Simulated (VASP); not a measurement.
## InSb: relaxation of cell and atoms with PBEsol

Crystal: InSb.

```
Sb In
1.0
     3.71998    0.00000    0.00000
     0.00000    3.71998    0.00000
     0.00000    0.00000    3.71998
Sb In
1 1
Direct
  0.50000 0.50000 0.50000
  0.00000 0.00000 0.00000
```

| Property | Result |
| --- | --- |
| Program | VASP 6.6.1 |
| Task | relaxation of cell and atoms |
| Functional | PBEsol |
| Potentials or basis | VASP PAW PBE potentials, release 64 (Sb, In_d) |
| Cutoff | 500 eV |
| k mesh | 12 × 12 × 12 |
| Occupations | gaussian, width 0.1 eV |
| Spin | no spin polarisation |
| Dipole correction | no |
| Further INCAR settings | ALGO = Normal; EDIFF = 1e-07; IBRION = 2; EDIFFG = -0.01; NSW = 80; ISIF = 3 |

| Item | Value |
| --- | --- |
| Relaxed volume | 25.93 Å³/atom |
| Relaxed cell | a = 3.729 Å, b = 3.729 Å, c = 3.729 Å, α = 90.00°, β = 90.00°, γ = 90.00° |
| Space group after relaxing (to 0.05 Å) | Pm-3m (No. 221) |
| Energy gained by relaxing | 0.2 meV/atom |
| Ionic steps | 3 |
| Pressure after relaxing | 0.0 GPa |

Step by step:
```
step  energy change (eV)  largest force (eV/Å)  pressure (GPa)  volume (Å³)
   1              0.0000                0.0000            0.41        51.48
   2             -0.0004                0.0000           -0.11        51.96
   3             -0.0005                0.0000            0.00        51.85
```

Final structure:
```yaml
crystal:
  lattice:
    - [3.72895, 0.00000, 0.00000]
    - [0.00000, 3.72895, 0.00000]
    - [0.00000, 0.00000, 3.72895]
  atoms:
    - { symbol: Sb, position: [0.50000, 0.50000, 0.50000] }
    - { symbol: In, position: [0.00000, 0.00000, 0.00000] }
```

Levels at points of the mesh, in eV from the Fermi level:
```tsv
k point	band 5	band 6	band 7	band 8	band 9	band 10	band 11	band 12	band 13
(0.00, 0.00, 0.00)	-14.31	-11.72	-1.86	-0.67	-0.67	-0.67	4.09	4.09	8.79
(0.50, 0.00, 0.00)	-14.31	-9.99	-7.33	1.35	1.35	2.42	2.80	3.95	3.95
(0.50, 0.50, 0.00)	-14.24	-8.39	-4.61	-4.61	-4.30	2.06	5.82	5.88	5.88
(0.50, 0.50, 0.50)	-14.23	-7.59	-2.32	-2.20	-2.20	-2.20	-0.52	-0.52	-0.52
```

Run time: 44 s on 1 thread of Intel(R) Xeon(R) Platinum 8488C (Sapphire Rapids), on a shared host, peak memory 0.2 GiB.

Caveat: the bands computed are all filled at some k points, so no gap is given; the PAW data sets were made with another functional, which shifts forces and pressure a little; spin-orbit coupling is left out, which moves the levels of the heavy elements. Zero-point motion and thermal expansion aren't in these numbers.
